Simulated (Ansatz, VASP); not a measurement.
# La in VASP and in Ansatz

```
CELL_PARAMETERS angstrom
0.00000 2.62191 2.70096
2.62191 0.00000 2.70096
2.62191 2.62191 0.00000
ATOMIC_POSITIONS crystal
La 0.00000 0.00000 0.00000
```

Change from the starting cell: z stretched by +2 % at fixed volume.

Alike in both runs: task single point; functional PBE; k mesh 11 × 11 × 11; occupations fermi-dirac, width 0.05 eV; no spin polarisation.

```csv
,VASP,Ansatz
version,VASP 6.6.1,Ansatz 0.2.0
potentials or method,"VASP PAW PBE potentials, release 64 (La), cutoff 520 eV","all-electron LAPW, scalar-relativistic"
```

```csv
,VASP,Ansatz,Ansatz less VASP
pressure (GPa),-0.1,-0.1,-0.04
"traceless stress, the component that is largest in VASP (GPa)",-0.38,-0.38,+0.003
```

Ansatz ran all-electron here, and VASP with PAW potentials.

Neither program's run includes spin-orbit coupling.
